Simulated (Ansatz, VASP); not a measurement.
**CaSe: VASP beside Ansatz**

The input INCAR:

```
ALGO = Normal
EDIFF = 1E-8
ENCUT = 520
GGA = PE
ISIF = 2
ISMEAR = -1
LASPH = T
LCHARG = F
LEFG = T
LREAL = F
LWAVE = F
NBANDS = 15
NELM = 80
PREC = Accurate
SIGMA = 0.01
```

KPOINTS

```
k-points
0
Gamma
  7 7 7
```

Contents of POSCAR:

```
CaSe
1.0
    0.0000000000      3.0044676307      3.0044676307
    3.0044676307      0.0000000000      3.0044676307
    3.0044676307      3.0044676307      0.0000000000
Ca Se
1 1
Direct
    0.0000000000      0.0000000000      0.0000000000
    0.5000000000      0.5000000000      0.5000000000
```

Input for Ansatz:

```yaml
crystal:
  lattice:
    - [0.0, 3.0044676307, 3.0044676307]
    - [3.0044676307, 0.0, 3.0044676307]
    - [3.0044676307, 3.0044676307, 0.0]
  atoms:
    - { symbol: Ca, position: [0.0, 0.0, 0.0] }
    - { symbol: Se, position: [0.5, 0.5, 0.5] }
kpoints:
  mp_grid: { grid: [7, 7, 7] }
scf:
  occupations: { method: fermi_dirac, width: 0.01 }
hamiltonian:
  xc: pbe
  pseudopotentials: { kind: paw }
output:
  forces: true
  stress: true
  eigenvalues: true
  efg: { contact_densities: true }
```

Change from the starting cell: volume scaled by 1.05, PAW files.

Alike in both runs: task electric field gradients; functional PBE; k mesh 7 × 7 × 7; occupations fermi-dirac, width 0.01 eV; no spin polarisation.

|  | VASP | Ansatz |
| --- | --- | --- |
| version | VASP 6.6.1 | Ansatz 0.2.0 |
| potentials or method | VASP PAW PBE potentials, release 64 (Ca_sv, Se) | PAW with Ansatz's default frozen-core files, scalar-relativistic |
| plane-wave cutoff (eV) | 520 | 420 |
| valence electrons in the cell | 16 | 26 |

|  | VASP | Ansatz | Ansatz less VASP |
| --- | --- | --- | --- |
| gap on the k mesh at the Fermi level (eV) | 2.19 | 2.20 | +0.008 |
| pressure (GPa) | -1.0 | -1.2 | -0.15 |

With one functional, cell and mesh, what is left measures potentials, basis and numerics. VASP's potentials hold 16 valence electrons a cell and Ansatz's 26, so a difference there can come from the potentials and not from the codes.
